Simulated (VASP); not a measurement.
Input of a VASP 6.6.1 run:

POSCAR

```
Cu
1.0
    2.5305027156      0.0000000000      0.0000000000
   -1.2652513578      2.1914796360      0.0000000000
    0.0000000000      0.0000000000      4.1298555604
Cu
2
Direct
    0.3333333333      0.6666666667      0.2500000000
    0.6666666667      0.3333333333      0.7500000000
```

File INCAR.step1:

```
SYSTEM = Cu
PREC     = Accurate       ! precision mode
ENCUT    = 520            ! plane-wave cutoff, eV
ISMEAR   = 0              ! smearing method
SIGMA    = 0.1            ! smearing width, eV
LREAL    = .FALSE.        ! projectors in reciprocal space
LASPH    = .TRUE.         ! aspherical terms in the spheres
NELM     = 100            ! most SCF steps
NBANDS   = 18             ! bands
GGA      = PE             ! functional
ALGO     = Normal         ! electronic algorithm
EDIFF    = 1E-4           ! SCF threshold, eV
LWAVE    = .TRUE.         ! write WAVECAR
LCHARG   = .FALSE.        ! write CHGCAR
```

Contents of INCAR.step2:

```
SYSTEM = Cu
PREC     = Accurate       ! precision mode
ENCUT    = 520            ! plane-wave cutoff, eV
EDIFF    = 1E-6           ! SCF threshold, eV
ISMEAR   = 0              ! smearing method
SIGMA    = 0.1            ! smearing width, eV
LREAL    = .FALSE.        ! projectors in reciprocal space
LASPH    = .TRUE.         ! aspherical terms in the spheres
NELM     = 100            ! most SCF steps
ALGO     = Normal         ! electronic algorithm
ISIF     = 2              ! what is computed and relaxed
LWAVE    = .FALSE.        ! write WAVECAR
LCHARG   = .FALSE.        ! write CHGCAR
METAGGA  = R2SCAN         ! meta-GGA
LMIXTAU  = .TRUE.       
NBANDS   = 18             ! bands
ISTART   = 1
```

File KPOINTS:

```
Automatic mesh
0
G
  18 18 10
  0 0 0
```

Potentials or basis: VASP PAW PBE potentials, release 64 (Cu).

Launch:

```sh
$ cat potpaw_PBE.64/Cu/POTCAR > POTCAR
$ cp INCAR.step1 INCAR
$ mpirun -np 1 vasp_std > vasp.out
$ cp INCAR.step2 INCAR
$ mpirun -np 1 vasp_std > vasp.out
```

**Question.** Estimate the band gap on the k mesh.

**Answer.** Zero (bands 11 and 12 overlap by 6.39 eV).

**Question.** Predict the pressure.

**Answer.** 0.8 GPa.

Caveat: the PAW data sets were made with another functional, which shifts forces and pressure a little.
